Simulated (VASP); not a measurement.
# MoN2: relaxation of the atoms with PBEsol

The system is MoN2.

```
Mo N
1.0
     4.34805    0.04348    0.00000
     0.04348    4.34805    0.00000
     0.00000    0.00000    2.76746
Mo N
2 4
Direct
  0.00000 0.00000 0.00000
  0.50000 0.50000 0.00000
  0.61165 0.88835 0.50000
  0.38835 0.11165 0.50000
  0.11165 0.61165 0.50000
  0.88835 0.38835 0.50000
```

```json
{
  "Program": "VASP 6.6.1",
  "Task": "relaxation of the atoms",
  "Functional": "PBEsol",
  "Potentials or basis": "VASP PAW PBE potentials, release 64 (Mo_sv, N)",
  "Cutoff": "520 eV",
  "k mesh": "5 × 5 × 8",
  "Occupations": "fermi-dirac, width 0.05 eV",
  "Spin": "no spin polarisation",
  "Dipole correction": "no",
  "Further INCAR settings": "ALGO = Normal; EDIFF = 1e-07; IBRION = 2; EDIFFG = -0.01; NSW = 60"
}
```

- Energy gained by relaxing: 0.2 meV/atom
- Ionic steps: 3
- Pressure after relaxing: -13.6 GPa
- Largest force after relaxing: 0.007 eV/Å
- Band gap on the k mesh: zero (bands 24 and 25 overlap by 1.77 eV)

Forces in eV/Å, atoms in the order of the input:
```
Mo   0.000  0.000  0.000
Mo   0.000  0.000  0.000
N   -0.002  0.002  0.000
N    0.002 -0.002  0.000
N   -0.005 -0.005  0.000
N    0.005  0.005  0.000
```

Stress tensor (GPa, compression positive):
```
-12.37  -4.52   0.00
 -4.52 -12.37   0.00
  0.00   0.00 -16.09
```

The path:
| step | energy change (eV) | largest force (eV/Å) | pressure (GPa) |
| --- | --- | --- | --- |
| 1 | 0.0000 | 0.2493 | -13.42 |
| 2 | 0.0025 | 0.4239 | -13.90 |
| 3 | -0.0011 | 0.0069 | -13.61 |

Final structure:
```
Mo N
1.0
     4.34805    0.04348    0.00000
     0.04348    4.34805    0.00000
     0.00000    0.00000    2.76746
Mo N
2 4
Direct
  0.00000 0.00000 0.00000
  0.50000 0.50000 0.00000
  0.61235 0.88765 0.50000
  0.38765 0.11235 0.50000
  0.11144 0.61144 0.50000
  0.88856 0.38856 0.50000
```

Levels at points of the mesh, in eV from the Fermi level:
```
           k point  band 20  band 21  band 22  band 23  band 24  band 25  band 26  band 27  band 28
(0.00, 0.00, 0.00)    -3.93    -3.13    -2.95    -2.29    -1.84     0.50     0.61     0.96     1.74
(0.00, 0.00, 0.50)    -2.76    -2.09    -2.05     0.70     1.06     2.05     2.17     2.25     2.39
```

Run time: 3.4 min on 1 thread of Intel Xeon 8259CL (shared host), peak memory 0.2 GiB.

Caveat: the PAW data sets were made with another functional, which shifts forces and pressure a little.
